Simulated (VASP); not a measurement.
# BP (F-43m) in VASP: single point with HSE06

Aim: the single point of BP with HSE06.

Everything below comes from runs of VASP 6.6.1. Logs are shortened: lines on timing, memory, paths and dates and some standing lists are left out, and cuts for length are marked.

## (1) The cell of the first run

It takes space group F-43m (No. 216, cubic). Conventional cell: a = 4.940 Å, b = 4.940 Å, c = 4.940 Å, α = 90.00°, β = 90.00°, γ = 90.00°. B (site symmetry -43m) has 4 P at 2.14 Å within 2.8 Å. P (site symmetry -43m) has 4 B at 2.14 Å within 2.8 Å.

## (2) Single point, HSE06

The input, POSCAR:

```
BP
1.0
    0.0000000000      2.4699044516      2.4699044516
    2.4699044516      0.0000000000      2.4699044516
    2.4699044516      2.4699044516      0.0000000000
B P
1 1
Direct
    0.0000000000      0.0000000000      0.0000000000
    0.2500000000      0.2500000000      0.2500000000
```

The input, INCAR.step1:

```
PREC = Accurate
ENCUT = 520
EDIFF = 1E-5
ISMEAR = 0
SIGMA = 0.05
LREAL = False
LASPH = True
NELM = 80
ALGO = Normal
ISIF = 2
LWAVE = True
GGA = PE
NBANDS = 11
```

The input, INCAR.step2:

```
PREC = Accurate
ENCUT = 520
EDIFF = 1E-6
ISMEAR = 0
SIGMA = 0.05
LREAL = False
LASPH = True
NELM = 80
ALGO = Normal
ISIF = 2
LWAVE = False
LCHARG = True
GGA = PE
LHFCALC = True
HFSCREEN = 0.2079
PRECFOCK = Normal
LELF = True
LVHAR = True
ISTART = 1
NBANDS = 11
```

The input, KPOINTS:

```
regular mesh
0
Gamma
  6 6 6
```

Potentials or basis: VASP PAW PBE potentials, release 64 (B, P).

Run with:

```bash
cat potpaw_PBE.64/B/POTCAR potpaw_PBE.64/P/POTCAR > POTCAR
cp INCAR.step1 INCAR
mpirun -np 1 vasp_std > vasp.out
cp INCAR.step2 INCAR
mpirun -np 1 vasp_std > vasp.out
```

OUTCAR:

```text
PREC = Accurate
   ENCUT = 520
   EDIFF = 1E-6
   ISMEAR = 0
   LREAL = False
   LASPH = True
   NELM = 80
   ISIF = 2
   GGA = PE
   LHFCALC = True
   HFSCREEN = 0.2079
   PRECFOCK = Normal
   ISTART = 1

 ion  position               nearest neighbor table
   1  0.000  0.000  0.000-   2 2.14   2 2.14   2 2.14   2 2.14
   2  0.250  0.250  0.250-   1 2.14   1 2.14   1 2.14   1 2.14

  LATTYP: Found a face centered cubic cell.
 ALAT       =     4.9398089032

  Lattice vectors:

 A1 = (   0.0000000000,   2.4699044516,   2.4699044516)
 A2 = (   2.4699044516,   0.0000000000,   2.4699044516)
 A3 = (   2.4699044516,   2.4699044516,   0.0000000000)

Analysis of symmetry for initial positions (statically):
=====================================================================
 Subroutine PRICEL returns:
 Original cell was already a primitive cell.

 Routine SETGRP: Setting up the symmetry group for a
 face centered cubic supercell.

 Subroutine GETGRP returns: Found 24 space group operations
 (whereof 24 operations were pure point group operations)
 out of a pool of 48 trial point group operations.

The static configuration has the point symmetry T_d .

Analysis of symmetry for dynamics (positions and initial velocities):
=====================================================================
 Subroutine PRICEL returns:
 Original cell was already a primitive cell.

 Routine SETGRP: Setting up the symmetry group for a
 face centered cubic supercell.

 Subroutine GETGRP returns: Found 24 space group operations
 (whereof 24 operations were pure point group operations)
 out of a pool of 48 trial point group operations.

The dynamic configuration has the point symmetry T_d .

 Subroutine INISYM returns: Found 24 space group operations
 (whereof 24 operations are pure point group operations),
 and found     1 'primitive' translations

----------------------------------------------------------------------------------------

                                     Primitive cell

  volume of cell :      30.1349

  direct lattice vectors                    reciprocal lattice vectors
     0.000000000  2.469904452  2.469904452    -0.202436981  0.202436981  0.202436981
     2.469904452  0.000000000  2.469904452     0.202436981 -0.202436981  0.202436981
     2.469904452  2.469904452  0.000000000     0.202436981  0.202436981 -0.202436981

  length of vectors
     3.492972373  3.492972373  3.492972373     0.350631136  0.350631136  0.350631136

  position of ions in fractional coordinates (direct lattice)
     0.000000000  0.000000000  0.000000000
     0.250000000  0.250000000  0.250000000

  ion indices of the primitive-cell ions
   primitive index   ion index
                 1           1
                 2           2

----------------------------------------------------------------------------------------

 KPOINTS: regular mesh

Automatic generation of k-mesh.
 Grid dimensions read from file:
 generate k-points for:    6    6    6

 Generating k-lattice:

  Cartesian coordinates                     Fractional coordinates (reciprocal lattice)
    -0.033739497  0.033739497  0.033739497     0.166666667  0.000000000  0.000000000
     0.033739497 -0.033739497  0.033739497     0.000000000  0.166666667  0.000000000
     0.033739497  0.033739497 -0.033739497     0.000000000  0.000000000  0.166666667

  Length of vectors
     0.058438523  0.058438523  0.058438523

  Shift w.r.t. Gamma in fractional coordinates (k-lattice)
     0.000000000  0.000000000  0.000000000

 Subroutine IBZKPT returns following result:
 ===========================================

 Found     16 irreducible k-points:

 Following reciprocal coordinates:
            Coordinates               Weight
  0.000000  0.000000  0.000000      1.000000
  0.166667  0.000000  0.000000      8.000000
  0.333333  0.000000  0.000000      8.000000
  0.500000  0.000000  0.000000      4.000000
  0.166667  0.166667  0.000000      6.000000
  0.333333  0.166667  0.000000     24.000000
[... 8 lines left out ...]
 -0.333333  0.333333  0.166667     24.000000
 -0.333333  0.500000  0.166667     12.000000
   k-points           NKPTS =     16   k-points in BZ     NKDIM =    216   number of bands    NBANDS=     11
   number of dos      NEDOS =    301   number of ions     NIONS =      2
   total plane-waves  NPLWV =  21952
   dimension x,y,z NGX =    28 NGY =   28 NGZ =   28
   dimension x,y,z NGXF=    56 NGYF=   56 NGZF=   56
   ions per type =               1   1
   NGX,Y,Z   is equivalent  to a cutoff of  13.33, 13.33, 13.33 a.u.
   NGXF,Y,Z  is equivalent  to a cutoff of  26.65, 26.65, 26.65 a.u.
 SYSTEM =  unknown system
   PREC   = accura    normal or accurate (medium, high low for compatibility)
   ISTART =      1    job   : 0-new  1-cont  2-samecut
   ICHARG =      0    charge: 1-file 2-atom 10-const
   ISPIN  =      1    spin polarized calculation?
   LNONCOLLINEAR =      F non collinear calculations
   LSORBIT =      F    spin-orbit coupling
   LASPH  =      T    aspherical Exc in radial PAW
   ENCUT  =  520.0 eV  38.22 Ry    6.18 a.u.   6.49  6.49  6.49*2*pi/ulx,y,z
   NELM   =     80;   NELMIN=  2; NELMDL=  0     # of ELM steps
   EDIFF  = 0.1E-05   stopping-criterion for ELM
   LREAL  =      F    real-space projection
   EDIFFG = 0.1E-04   stopping-criterion for IOM
   NSW    =      0    number of steps for IOM
   IBRION =     -1    ionic relax: 0-MD 1-quasi-New 2-CG
   NFREE  =      0    steps in history (QN), initial steepest desc. (CG)
   ISIF   =      2    stress and relaxation
   ISYM   =      3    0-nonsym 1-usesym 2-fastsym
   POTIM  = 0.5000    time-step for ionic-motion
   TEBEG  =    0.0;   TEEND  =   0.0 temperature during run
   PSTRESS=    0.0 pullay stress
   NELECT =       8.0000    total number of electrons
   NUPDOWN=      -1.0000    fix difference up-down
   EMIN   =  10.00;   EMAX   =-10.00  energy-range for DOS
   EFERMI =   0.00;   METHOD = LEGACY
   ISMEAR =     0;   SIGMA  =   0.05  broadening in eV -4-tet -1-fermi 0-gaus
   EFERMI_NEDOS =   21; number of points for ismear=-14 and -15
   IALGO  =     38    algorithm
   IMIX   =      1    mixing-type and parameters
     AMIX     =   0.40;   BMIX     =  1.00
     AMIX_MAG =   1.60;   BMIX_MAG =  1.00
  volume/ion in A,a.u.               =      15.07       101.68
  Fermi-wavevector in a.u.,A,eV,Ry     =   1.052159  1.988292 15.062172  1.107038
  Thomas-Fermi vector in A             =   2.187231
   LORBIT       =      0    0 simple, 1 ext, 2 COOP (PROOUT), +10 PAW based schemes
   GGA     = PE    functional components
   LHFCALC =     T    Hartree Fock is set to
   PRECFOCK=normal    Normal, Fast or Accurate (Low or Medium for compatibility)
   ENCUT4O =  -1.0   cutoff for four orbital integrals eV
   NKREDX  =     1    reduce k-point grid by
   NKREDY  =     1    reduce k-point grid by
   NKREDZ  =     1    reduce k-point grid by
   AEXX    =    0.2500 exact exchange contribution
   HFSCREEN=    0.2079 screening length (either q_TF or 0.3 A-1)
   HFSCREENC=   0.2079 screening length for correlation (either q_TF or 0.3 A-1)
   ENCUTFOCK=  -1.0 apply spherical cutoff to Coloumb kernel
   IVDW    =     0    specifies the selected vdW correction
   LEPSILON=     F    determine dielectric tensor
   LRPA    =     F    only Hartree local field effects (RPA)
 non-spin polarized calculation
 Gauss-broadening in eV      SIGMA  =   0.05
  energy-cutoff  :      520.00
  volume of cell :       30.13
 maximum number of plane-waves:       869
 NGX is ok and might be reduce to    28
  NGX = 20; NGY = 20; NGZ = 20

 number of electron       8.0000001 magnetization

 Free energy of the ion-electron system (eV)
  ---------------------------------------------------
  ext. energy  EPLUGINS =         0.00000000
  ---------------------------------------------------
  free energy    TOTEN  =       -14.06451700 eV

  energy without entropy =      -14.06451700  energy(sigma->0) =      -14.06451700

 E-fermi :   4.5556     XC(G=0):  -8.1815

 val. band max:        4.2674464127   @ k =   0.0000   0.0000   0.0000
 cond. band min:       6.6037268768   @ k =   0.3333   0.3333   0.0000
 fundamental gap:      2.3362804641
 Fermi energy:         4.5555532914

 k-point     1 :       0.0000    0.0000    0.0000
  band No.  band energies     occupation
      1     -10.5878      2.00000
      2       4.2674      2.00000
      3       4.2674      2.00000
      4       4.2674      2.00000
      5       8.2901      0.00000
      6       8.2901      0.00000
      7       8.2901      0.00000
      8       9.1809      0.00000
      9      15.2721      0.00000
     10      16.9664      0.00000
     11      16.9664      0.00000

 k-point     2 :       0.1667    0.0000    0.0000
  band No.  band energies     occupation
      1     -10.1497      2.00000
      2       1.5738      2.00000
      3       3.7160      2.00000
      4       3.7160      2.00000
      5       8.1968      0.00000
      6       9.0646      0.00000
      7       9.0646      0.00000
      8      11.2909      0.00000
      9      15.9270      0.00000
     10      15.9270      0.00000
     11      16.4141      0.00000

 k-point     3 :       0.3333    0.0000    0.0000
  band No.  band energies     occupation
      1      -8.9376      2.00000
      2      -2.0190      2.00000
      3       2.9782      2.00000
      4       2.9782      2.00000
      5       7.6926      0.00000
      6       9.7622      0.00000
      7       9.7622      0.00000
      8      14.0195      0.00000
      9      16.5778      0.00000
     10      16.5778      0.00000
     11      16.8231      0.00000
[... 155 lines left out ...]
 k-point    15 :      -0.3333    0.3333    0.1667
  band No.  band energies     occupation
      1      -6.9315      2.00000
      2      -3.4644      2.00000
      3      -0.5087      2.00000
      4       0.9596      2.00000
      5       9.5844      0.00000
      6      10.0629      0.00000
      7      12.7389      0.00000
      8      13.1410      0.00000
      9      14.8596      0.00000
     10      18.6838      0.00000
     11      20.2838      0.00000

 k-point    16 :      -0.3333    0.5000    0.1667
  band No.  band energies     occupation
      1      -6.4535      2.00000
      2      -3.7382      2.00000
      3      -0.1852      2.00000
      4      -0.0314      2.00000
      5       8.9271      0.00000
      6       9.2032      0.00000
      7      13.1984      0.00000
      8      13.6517      0.00000
      9      16.9231      0.00000
     10      19.1804      0.00000
     11      20.0653      0.00000

------------------------ aborting loop because EDIFF is reached ----------------------------------------

  FORCE on cell =-STRESS in cart. coord.  units (eV):
  Direction    XX          YY          ZZ          XY          YZ          ZX
  --------------------------------------------------------------------------------------
  -------------------------------------------------------------------------------------
  Total       -5.2672652     -5.2672652     -5.2672652      0.0000000      0.0000000     -0.0000000
  in kB     -280.0433816   -280.0433816   -280.0433816      0.0000000      0.0000000     -0.0000000
  external PRESSURE =    -280.0433816 kB  Pullay stress =       0.0000000 kB

 VOLUME and BASIS-vectors are now :
 -----------------------------------------------------------------------------
  energy-cutoff  :      520.00
  volume of cell :       30.13
      direct lattice vectors                 reciprocal lattice vectors
     0.000000000  2.469904452  2.469904452    -0.202436981  0.202436981  0.202436981
     2.469904452  0.000000000  2.469904452     0.202436981 -0.202436981  0.202436981
     2.469904452  2.469904452  0.000000000     0.202436981  0.202436981 -0.202436981

 POSITION                                       TOTAL-FORCE (eV/Angst)
 -----------------------------------------------------------------------------------
      0.00000      0.00000      0.00000        -0.000000      0.000000     -0.000000
      1.23495      1.23495      1.23495         0.000000     -0.000000      0.000000
 -----------------------------------------------------------------------------------
    total drift:                                0.000000      0.000000      0.000000

  FREE ENERGIE OF THE ION-ELECTRON SYSTEM (eV)
  ---------------------------------------------------
  free  energy   TOTEN  =       -14.0645169983 eV

  energy  without entropy=      -14.0645169983  energy(sigma->0) =      -14.06451700
```

Wall time 5.4 min (1 thread of Intel Xeon Platinum 8375C at 2.90GHz (Ice Lake), shared host); peak memory 0.26 GiB.

What came out:

- Free energy: -14.0645 eV
- Pressure: -28.0 GPa
- Band gap on the k mesh: 2.34 eV, indirect (least direct gap 4.02 eV)

Caveat: the PAW data sets were made with another functional, which shifts forces and pressure a little. A k mesh can miss the band edges.
